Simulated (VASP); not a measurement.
A run of VASP 6.6.1:

Contents of INCAR:

```
PREC = Accurate ; ENCUT = 520
EDIFF = 1E-6 ; ISMEAR = 0
SIGMA = 0.05 ; LREAL = F
LASPH = T ; NELM = 100
ALGO = Normal ; ISIF = 2
LWAVE = F ; LCHARG = F
GGA = PS ; NBANDS = 16
```

Contents of KPOINTS:

```
regular mesh
0
Gamma
  12 12 6
```

POSCAR

```
BN
1.0
    2.4517820176      0.0000000000      0.0000000000
   -1.2258910088      2.1233055118      0.0000000000
    0.0000000000      0.0000000000      3.8887066000
B N
2 2
Direct
    0.6666666667      0.3333333333      0.9997240000
    0.3333333333      0.6666666667      0.4997240000
    0.6666666667      0.3333333333      0.6252760000
    0.3333333333      0.6666666667      0.1252760000
```

Potentials or basis: VASP PAW PBE potentials, release 64 (B, N).

Run with:

```bash
$ cat potpaw_PBE.64/B/POTCAR potpaw_PBE.64/N/POTCAR > POTCAR
$ mpirun -np 1 vasp_std > vasp.out
```

Hardware: 1 thread of AMD EPYC 7R43 64-Core Processor (Zen 3) (shared host).

Question: How long does it take, and how much memory?

Answer: Run time: 20 s on 1 thread of AMD EPYC 7R43 64-Core Processor (Zen 3) (shared host), peak memory 0.1 GiB. Counts: scf iterations 12, k points 76.
